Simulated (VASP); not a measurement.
# W3C in VASP: a series of runs

W3C is run at these levels: LDA; tasks: single point.

All numbers are computed with VASP 6.6.1; they aren't measurements. Logs are shortened: lines on timing, memory, paths and dates and some standing lists are left out, and cuts for length are marked.

### 1 The cell of the first run

The cell holds a slab with vacuum, 4 atoms: a = 2.809 Å, b = 2.809 Å, c = 20.114 Å, α = 90.00°, β = 90.00°, γ = 120.00°.

### 2 Single point, LDA

Input file INCAR:

```
PREC     = Accurate       # precision mode
ENCUT    = 520            # plane-wave cutoff, eV
EDIFF    = 1E-6           # SCF threshold, eV
ISMEAR   = 0              # smearing method
SIGMA    = 0.1            # smearing width, eV
LREAL    = False          # projectors in reciprocal space
LASPH    = True           # aspherical terms in the spheres
NELM     = 120            # most SCF steps
ALGO     = Normal         # electronic algorithm
ISIF     = 2              # what is computed and relaxed
LWAVE    = False          # write WAVECAR
LCHARG   = True           # write CHGCAR
LDIPOL   = True         
IDIPOL   = 3            
DIPOL    = 0.5 0.5 0.358
LELF     = True           # ELF
LVHAR    = True         
LVACPOTAV= True         
NBANDS   = 31             # bands
GGA_COMPAT= False        
NELMDL   = -8
```

Input file KPOINTS:

```
regular mesh
0
Gamma
  12 12 1
```

Input file POSCAR:

```
W3C
1.0
    2.8090103839      0.0000000000      0.0000000000
   -1.4045051920      2.4326743520      0.0000000000
    0.0000000000      0.0000000000     20.1144288635
W C
3 1
Direct
    0.6666666667      0.3333333333      0.1988622211
    0.3333333333      0.6666666667      0.3135698338
    0.0000000000      0.0000000000      0.4282711143
    0.1666666667      0.6666666667      0.4929580421
```

Potentials or basis: VASP PAW LDA potentials, release 64 (W_sv, C).

The run is started by

```sh
cat potpaw_LDA.64/W_sv/POTCAR potpaw_LDA.64/C/POTCAR > POTCAR
mpirun -np 1 vasp_std > vasp.out
```

OUTCAR:

```text
PREC = Accurate
   ENCUT = 520
   EDIFF = 1E-6
   ISMEAR = 0
   LREAL = False
   LASPH = True
   NELM = 120
   ISIF = 2
   NELMDL = -8

 ion  position               nearest neighbor table
   1  0.667  0.333  0.199-   2 2.82   2 2.82   2 2.82
   2  0.333  0.667  0.314-   3 2.82   3 2.82   3 2.82   1 2.82   1 2.82   1 2.82
   3  0.000  0.000  0.428-   4 1.80   4 2.13   4 2.42   2 2.82   2 2.82   2 2.82
   4  0.167  0.667  0.493-   3 1.80   3 2.13   3 2.42

  LATTYP: Found a hexagonal cell.
 ALAT       =     2.8090103839
 C/A-ratio  =     7.1606815620

  Lattice vectors:

 A1 = (   2.8090103839,   0.0000000000,   0.0000000000)
 A2 = (  -1.4045051920,   2.4326743520,   0.0000000000)
 A3 = (   0.0000000000,   0.0000000000,  20.1144288635)

Analysis of symmetry for initial positions (statically):
=====================================================================
 Subroutine PRICEL returns:
 Original cell was already a primitive cell.

 Routine SETGRP: Setting up the symmetry group for a
 hexagonal supercell.

 Subroutine GETGRP returns: Found  1 space group operations
 (whereof  1 operations were pure point group operations)
 out of a pool of 24 trial point group operations.

The static configuration has the point symmetry C_1 .

Analysis of symmetry for dynamics (positions and initial velocities):
=====================================================================
 Subroutine PRICEL returns:
 Original cell was already a primitive cell.

 Routine SETGRP: Setting up the symmetry group for a
 hexagonal supercell.

 Subroutine GETGRP returns: Found  1 space group operations
 (whereof  1 operations were pure point group operations)
 out of a pool of 24 trial point group operations.

The dynamic configuration has the point symmetry C_1 .

 Subroutine INISYM returns: Found  1 space group operations
 (whereof  1 operations are pure point group operations),
 and found     1 'primitive' translations

----------------------------------------------------------------------------------------

                                     Primitive cell

  volume of cell :     137.4501

  direct lattice vectors                    reciprocal lattice vectors
     2.809010384  0.000000000  0.000000000     0.355997260  0.205535114  0.000000000
    -1.404505192  2.432674352  0.000000000     0.000000000  0.411070228  0.000000000
     0.000000000  0.000000000 20.114428863     0.000000000  0.000000000  0.049715555

  length of vectors
     2.809010384  2.809010384 20.114428863     0.411070228  0.411070228  0.049715555

  position of ions in fractional coordinates (direct lattice)
     0.666666667  0.333333333  0.198862221
     0.333333333  0.666666667  0.313569834
     0.000000000  0.000000000  0.428271114
     0.166666667  0.666666667  0.492958042

  ion indices of the primitive-cell ions
   primitive index   ion index
                 1           1
                 2           2
                 3           3
                 4           4

----------------------------------------------------------------------------------------

 KPOINTS: regular mesh

Automatic generation of k-mesh.
 Grid dimensions read from file:
 generate k-points for:   12   12    1

 Generating k-lattice:

  Cartesian coordinates                     Fractional coordinates (reciprocal lattice)
     0.029666438  0.017127926  0.000000000     0.083333333 -0.000000000  0.000000000
     0.000000000  0.034255852  0.000000000     0.000000000  0.083333333  0.000000000
     0.000000000  0.000000000  0.049715555     0.000000000  0.000000000  1.000000000

  Length of vectors
     0.034255852  0.034255852  0.049715555

  Shift w.r.t. Gamma in fractional coordinates (k-lattice)
     0.000000000  0.000000000  0.000000000

 Subroutine IBZKPT returns following result:
 ===========================================

 Found     74 irreducible k-points:

 Following reciprocal coordinates:
            Coordinates               Weight
  0.000000  0.000000  0.000000      1.000000
  0.083333  0.000000  0.000000      2.000000
  0.000000  0.083333  0.000000      2.000000
 -0.083333  0.083333  0.000000      2.000000
  0.166667  0.000000  0.000000      2.000000
  0.000000  0.166667  0.000000      2.000000
[... 16 lines left out ...]
  0.166667  0.083333  0.000000      2.000000
 -0.083333  0.250000  0.000000      2.000000
 [... further k-points ...]
   k-points           NKPTS =     74   k-points in BZ     NKDIM =     74   number of bands    NBANDS=     31
   number of dos      NEDOS =    301   number of ions     NIONS =      4
   total plane-waves  NPLWV =  86400
   dimension x,y,z NGX =    24 NGY =   24 NGZ =  150
   dimension x,y,z NGXF=    48 NGYF=   48 NGZF=  300
   ions per type =               3   1
   NGX,Y,Z   is equivalent  to a cutoff of  14.20, 14.20, 12.40 a.u.
   NGXF,Y,Z  is equivalent  to a cutoff of  28.41, 28.41, 24.80 a.u.
 SYSTEM =  unknown system
   PREC   = accura    normal or accurate (medium, high low for compatibility)
   ISTART =      0    job   : 0-new  1-cont  2-samecut
   ICHARG =      2    charge: 1-file 2-atom 10-const
   ISPIN  =      1    spin polarized calculation?
   LNONCOLLINEAR =      F non collinear calculations
   LSORBIT =      F    spin-orbit coupling
   LASPH  =      T    aspherical Exc in radial PAW
   ENCUT  =  520.0 eV  38.22 Ry    6.18 a.u.   5.22  5.22 37.40*2*pi/ulx,y,z
   NELM   =    120;   NELMIN=  2; NELMDL= -8     # of ELM steps
   EDIFF  = 0.1E-05   stopping-criterion for ELM
   LREAL  =      F    real-space projection
   EDIFFG = 0.1E-04   stopping-criterion for IOM
   NSW    =      0    number of steps for IOM
   IBRION =     -1    ionic relax: 0-MD 1-quasi-New 2-CG
   NFREE  =      0    steps in history (QN), initial steepest desc. (CG)
   ISIF   =      2    stress and relaxation
   ISYM   =      2    0-nonsym 1-usesym 2-fastsym
   POTIM  = 0.5000    time-step for ionic-motion
   TEBEG  =    0.0;   TEEND  =   0.0 temperature during run
   PSTRESS=    0.0 pullay stress
   NELECT =      46.0000    total number of electrons
   NUPDOWN=      -1.0000    fix difference up-down
   EMIN   =  10.00;   EMAX   =-10.00  energy-range for DOS
   EFERMI =   0.00;   METHOD = LEGACY
   ISMEAR =     0;   SIGMA  =   0.10  broadening in eV -4-tet -1-fermi 0-gaus
   EFERMI_NEDOS =   21; number of points for ismear=-14 and -15
   IALGO  =     38    algorithm
   IMIX   =      4    mixing-type and parameters
     AMIX     =   0.40;   BMIX     =  1.00
     AMIX_MAG =   1.60;   BMIX_MAG =  1.00
  volume/ion in A,a.u.               =      34.36       231.89
  Fermi-wavevector in a.u.,A,eV,Ry     =   1.136613  2.147886 17.577203  1.291888
  Thomas-Fermi vector in A             =   2.273318
   LORBIT       =      0    0 simple, 1 ext, 2 COOP (PROOUT), +10 PAW based schemes
   GGA     = CA    functional components
   LHFCALC =     F    Hartree Fock is set to
   AEXX    =    0.0000 exact exchange contribution
   IVDW    =     0    specifies the selected vdW correction
   LEPSILON=     F    determine dielectric tensor
   LRPA    =     F    only Hartree local field effects (RPA)
 non-spin polarized calculation
 Gauss-broadening in eV      SIGMA  =   0.10
  energy-cutoff  :      520.00
  volume of cell :      137.45
 maximum number of plane-waves:      3729
 NGX is ok and might be reduce to    24
   NGX = 11   NGY = 11   NGZ = 75

 dipolmoment           0.000000      0.000000     -0.006953 electrons x Angstroem

 number of electron      46.0000005 magnetization

 dipolmoment           0.000000      0.000000      0.047049 electrons x Angstroem

 Free energy of the ion-electron system (eV)
  ---------------------------------------------------
  ext. energy  EPLUGINS =         0.00000000
  ---------------------------------------------------
  free energy    TOTEN  =       -46.54408232 eV

  energy without entropy =      -46.52882603  energy(sigma->0) =      -46.53645417

 E-fermi :   0.4636     XC(G=0):  -6.3108

 val. band max:        0.4564016163   @ k =   0.3333   0.2500   0.0000
 cond. band min:       0.4651137313   @ k =   0.0833   0.0000   0.0000
 fundamental gap:      0.0087121150
 Fermi energy:         0.4636309236

 k-point     1 :       0.0000    0.0000    0.0000
  band No.  band energies     occupation
      1     -72.8291      2.00000
      2     -72.7476      2.00000
      3     -72.5718      2.00000
      4     -37.8073      2.00000
      5     -37.3480      2.00000
      6     -36.8825      2.00000
[... 23 lines left out ...]
     30       3.3215      0.00000
     31       4.2797      0.00000

 k-point     2 :       0.0833    0.0000    0.0000
  band No.  band energies     occupation
      1     -72.8225      2.00000
      2     -72.7421      2.00000
      3     -72.5659      2.00000
      4     -37.7858      2.00000
      5     -37.3457      2.00000
      6     -36.9048      2.00000
[... 23 lines left out ...]
     30       3.6961      0.00000
     31       4.4056      0.00000

 k-point     3 :       0.0000    0.0833    0.0000
  band No.  band energies     occupation
      1     -72.8225      2.00000
      2     -72.7421      2.00000
      3     -72.5658      2.00000
      4     -37.7855      2.00000
      5     -37.3458      2.00000
      6     -36.9164      2.00000
[... 23 lines left out ...]
     30       3.5959      0.00000
     31       4.4122      0.00000

 k-point     4 :      -0.0833    0.0833    0.0000
  band No.  band energies     occupation
      1     -72.8225      2.00000
      2     -72.7421      2.00000
      3     -72.5657      2.00000
      4     -37.7857      2.00000
      5     -37.3454      2.00000
      6     -36.9256      2.00000
[... 23 lines left out ...]
     30       3.4473      0.00000
     31       4.4009      0.00000

 k-point     5 :       0.1667    0.0000    0.0000
  band No.  band energies     occupation
      1     -72.8043      2.00000
      2     -72.7270      2.00000
      3     -72.5498      2.00000
      4     -37.7274      2.00000
      5     -37.3544      2.00000
      6     -37.0288      2.00000
[... 23 lines left out ...]
     30       3.9431      0.00000
     31       4.4933      0.00000
[... 542 lines left out ...]
     30       3.5302      0.00000
     31       4.4655      0.00000

 k-point    22 :      -0.1667    0.0833    0.0000
  band No.  band energies     occupation
      1     -72.8101      2.00000
      2     -72.7318      2.00000
      3     -72.5547      2.00000
      4     -37.7459      2.00000
      5     -37.3472      2.00000
      6     -37.0071      2.00000
[... 23 lines left out ...]
     30       3.6021      0.00000
     31       4.5236      0.00000

 k-point    23 :       0.1667    0.0833    0.0000
  band No.  band energies     occupation
      1     -72.7885      2.00000
      2     -72.7140      2.00000
      3     -72.5358      2.00000
      4     -37.6778      2.00000
      5     -37.3921      2.00000
      6     -37.1489      2.00000
[... 23 lines left out ...]
     30       3.8394      0.00000
     31       4.6310      0.00000

 k-point    24 :      -0.0833    0.2500    0.0000
  band No.  band energies     occupation
      1     -72.7885      2.00000
      2     -72.7140      2.00000
      3     -72.5348      2.00000
      4     -37.6788      2.00000
      5     -37.3970      2.00000
      6     -37.2375      2.00000
[... 23 lines left out ...]
     30       3.6584      0.00000
     31       4.4972      0.00000

 [... further k-points ...]
[... 5 lines left out ...]
  --------------------------------------------------------------------------------------
  -------------------------------------------------------------------------------------
  Total       -0.0340687      0.8299133      2.1229168     -1.0657090     -1.4717995      2.9174628
  in kB       -0.3971195      9.6738256     24.7456306    -12.4223618    -17.1559271     34.0072002
  external PRESSURE =      11.3407789 kB  Pullay stress =       0.0000000 kB

 VOLUME and BASIS-vectors are now :
 -----------------------------------------------------------------------------
  energy-cutoff  :      520.00
  volume of cell :      137.45
      direct lattice vectors                 reciprocal lattice vectors
     2.809010384  0.000000000  0.000000000     0.355997260  0.205535114  0.000000000
    -1.404505192  2.432674352  0.000000000     0.000000000  0.411070228  0.000000000
     0.000000000  0.000000000 20.114428863     0.000000000  0.000000000  0.049715555

 POSITION                                       TOTAL-FORCE (eV/Angst)
 -----------------------------------------------------------------------------------
      1.40451      0.81089      4.00000        -0.002288     -0.033107     -0.238434
     -0.00000      1.62178      6.30728         0.135434     -0.097989     -0.364506
      0.00000      0.00000      8.61443        -2.608061      1.554186      0.432359
     -0.46817      1.62178      9.91557         2.474915     -1.423089      0.170581
 -----------------------------------------------------------------------------------
    total drift:                                0.000047     -0.000051      0.000104

  FREE ENERGIE OF THE ION-ELECTRON SYSTEM (eV)
  ---------------------------------------------------
  free  energy   TOTEN  =       -46.5440823202 eV

  energy  without entropy=      -46.5288260298  energy(sigma->0) =      -46.53645417

 vacuum level on the upper side and lower side of the slab         7.120         5.872
```

Wall time 9.2 min (1 thread of Intel Xeon Platinum 8488C (Sapphire Rapids), shared host); peak memory 0.4 GiB.

What came out:

```
Free energy            : -46.5441 eV
Largest force          : 3.067 eV/Å
Band gap on the k mesh : zero (band 23 reaches 0.91 eV, above the bottom of band 24 at 0.16 eV)
```

Forces in eV/Å, atoms in the order of the input:
```
W   -0.002 -0.033 -0.238
W    0.135 -0.098 -0.365
W   -2.608  1.554  0.432
C    2.475 -1.423  0.171
```

Levels at points of the mesh, in eV from the Fermi level:
```
           k point  band 21  band 22  band 23  band 24  band 25  band 26
(0.00, 0.00, 0.00)    -0.59    -0.51    -0.33    -0.17     0.10     0.36
(0.50, 0.00, 0.00)    -1.13    -0.03     0.34     1.66     2.73     3.10
(0.00, 0.50, 0.00)    -0.91     0.07     0.39     1.61     1.76     3.03
(0.50, 0.50, 0.00)    -1.08     0.19     0.33     0.81     1.78     2.99
```

Caveat: spin-orbit coupling is left out, which moves the levels of the heavy elements.

### 3 Single point, LDA

Input file INCAR:

```
SYSTEM = W3C
ALGO = Normal
DIPOL = 0.5 0.5 0.358
EDIFF = 1E-6
ENCUT = 520
GGA_COMPAT = .FALSE.
IDIPOL = 3
ISIF = 2
ISMEAR = 0
LASPH = .TRUE.
LCHARG = .FALSE.
LDIPOL = .TRUE.
LREAL = .FALSE.
LWAVE = .FALSE.
NBANDS = 31
NELM = 120
NELMDL = -8
PREC = Accurate
SIGMA = 0.1
```

Input file KPOINTS:

```
k-points
0
G
  12 12 1
  0 0 0
```

Edit POSCAR of step 2 so:

```diff
@@ -11,2 +11,2 @@
     0.0000000000      0.0000000000      0.4282711143
-    0.1666666667      0.6666666667      0.4929580421
+    0.5000000000      0.3333333333      0.4929101091
```

Potentials or basis: VASP PAW LDA potentials, release 64 (W_sv, C).

The run is started by

```sh
cat potpaw_LDA.64/W_sv/POTCAR potpaw_LDA.64/C/POTCAR > POTCAR
mpirun -np 1 vasp_std > vasp.out
```

It took 11 min on 1 thread of Intel Xeon Platinum 8488C (Sapphire Rapids), shared host; peak memory 0.4 GiB.

The run converged. Its results:

- Free energy: -46.5905 eV
- Largest force: 3.198 eV/Å
- Band gap on the k mesh: zero (band 23 reaches 0.99 eV, above the bottom of band 24 at 0.08 eV)

Forces on the atoms (eV/Å):
```
W    0.058  0.004 -0.255
W   -0.126  0.054  0.054
W   -2.721 -1.614  0.030
C    2.789  1.556  0.172
```

Levels at points of the mesh, in eV from the Fermi level:
```tsv
k point	band 21	band 22	band 23	band 24	band 25	band 26
(0.00, 0.00, 0.00)	-0.72	-0.57	-0.18	-0.16	0.16	0.52
(0.50, 0.00, 0.00)	-1.09	0.15	0.24	0.53	1.78	2.97
(0.00, 0.50, 0.00)	-0.89	-0.07	0.44	1.32	1.93	3.09
(0.50, 0.50, 0.00)	-1.21	-0.12	0.37	1.56	2.69	3.11
```

Caveat: spin-orbit coupling is left out, which moves the levels of the heavy elements.
